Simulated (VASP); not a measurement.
SnSe, 2 atoms in the cell. Symmetry: F-43m, No. 216, cubic system. Conventional cell: a = 6.782 Å, b = 6.782 Å, c = 6.782 Å, α = 90.00°, β = 90.00°, γ = 90.00°. Sn (site symmetry -43m) has 4 Se at 2.94 Å within 3.9 Å. Se (site symmetry -43m) has 4 Sn at 2.94 Å within 3.9 Å. 

- Program: VASP 6.6.1
- Task: relaxation of cell and atoms
- Functional: PBE
- Dispersion: D3(BJ)
- Potentials or basis: VASP PAW PBE potentials, release 64 (Sn_d, Se)
- Cutoff: 600 eV
- k mesh: 7 × 7 × 7
- Occupations: fermi-dirac, width 0.05 eV
- Spin: no spin polarisation
- Dipole correction: no
- Further INCAR settings: ALGO = Normal; EDIFF = 1e-07; IBRION = 2; EDIFFG = -0.01; NSW = 60; ISIF = 3

Potentials or basis: VASP PAW PBE potentials, release 64 (Sn_d, Se).

Launch:

```console
$ cat potpaw_PBE.64/Sn_d/POTCAR potpaw_PBE.64/Se/POTCAR > POTCAR
$ mpirun -np 1 vasp_std > vasp.out
```

Hardware: 1 thread of Intel(R) Xeon(R) 6975P-C (Granite Rapids) (shared host).

Task: Estimate the wall time of this run.

Result: Wall time 48 s on 1 thread of Intel(R) Xeon(R) 6975P-C (Granite Rapids) (shared host), peak memory 0.27 GiB. Counts: scf iterations 34, k points 20, ion steps 3.
